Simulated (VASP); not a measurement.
Set up this calculation in VASP 6.6.1, as the native input.

```
Task                   : single point
Functional             : r2SCAN
Potentials or basis    : VASP PAW PBE potentials, release 64 (Li_sv, H)
Cutoff                 : 520 eV
k mesh                 : 10 × 10 × 10
Occupations            : gaussian, width 0.01 eV
Spin                   : no spin polarisation
Dipole correction      : no
Further INCAR settings : ALGO = Normal; EDIFF = 1e-06; NBANDS = 9
```

The system is LiH.

```
Li H
1.0
    -0.01813    2.00299    2.00299
     2.00299   -0.01813    2.00299
     1.98487    1.98487    0.00000
Li H
1 1
Direct
  0.00000 0.00000 0.00000
  0.50000 0.50000 0.50000
```

This cell differs from its parent crystal: shear xy strain -1.8%.

These files were run (other wordings do the same):

POSCAR

```
LiH
1.0
   -0.0181271033      2.0029948411      2.0029948411
    2.0029948411     -0.0181271033      2.0029948411
    1.9848677378      1.9848677378      0.0000000000
Li H
1 1
Direct
    0.0000000000      0.0000000000      0.0000000000
    0.5000000000      0.5000000000      0.5000000000
```

INCAR.step1

```
SYSTEM = LiH
ALGO     = Normal         ! electronic algorithm
EDIFF    = 1E-4           ! SCF threshold, eV
ENCUT    = 520            ! plane-wave cutoff, eV
GGA      = PE             ! functional
ISMEAR   = 0              ! smearing method
LASPH    = .True.         ! aspherical terms in the spheres
LCHARG   = .False.        ! write CHGCAR
LREAL    = .False.        ! projectors in reciprocal space
LWAVE    = .True.         ! write WAVECAR
NBANDS   = 9              ! bands
NELM     = 100            ! most SCF steps
PREC     = Accurate       ! precision mode
SIGMA    = 0.01           ! smearing width, eV
```

INCAR.step2

```
SYSTEM = LiH
ALGO     = Normal         ! electronic algorithm
EDIFF    = 1E-6           ! SCF threshold, eV
ENCUT    = 520            ! plane-wave cutoff, eV
ISIF     = 2              ! what is computed and relaxed
ISMEAR   = 0              ! smearing method
ISTART   = 1            
LASPH    = .True.         ! aspherical terms in the spheres
LCHARG   = .False.        ! write CHGCAR
LMIXTAU  = .True.       
LREAL    = .False.        ! projectors in reciprocal space
LWAVE    = .False.        ! write WAVECAR
METAGGA  = R2SCAN         ! meta-GGA
NBANDS   = 9              ! bands
NELM     = 100            ! most SCF steps
PREC     = Accurate       ! precision mode
SIGMA    = 0.01           ! smearing width, eV
```

KPOINTS

```
k-points
0
Gamma
  10 10 10
  0 0 0
```

Potentials or basis: VASP PAW PBE potentials, release 64 (Li_sv, H).

Run with:

```sh
$ cat potpaw_PBE.64/Li_sv/POTCAR potpaw_PBE.64/H/POTCAR > POTCAR
$ cp INCAR.step1 INCAR
$ mpirun -np 1 vasp_std > vasp.out
$ cp INCAR.step2 INCAR
$ mpirun -np 1 vasp_std > vasp.out
```

Results of the run:

```
Band gap on the k mesh : 3.58 eV
```

Caveat: the cell differs from its parent crystal (shear xy strain -1.8%).

It took 62 s on 1 thread of Intel(R) Xeon(R) 6975P-C (Granite Rapids), on a shared host, peak memory 0.14 GiB.
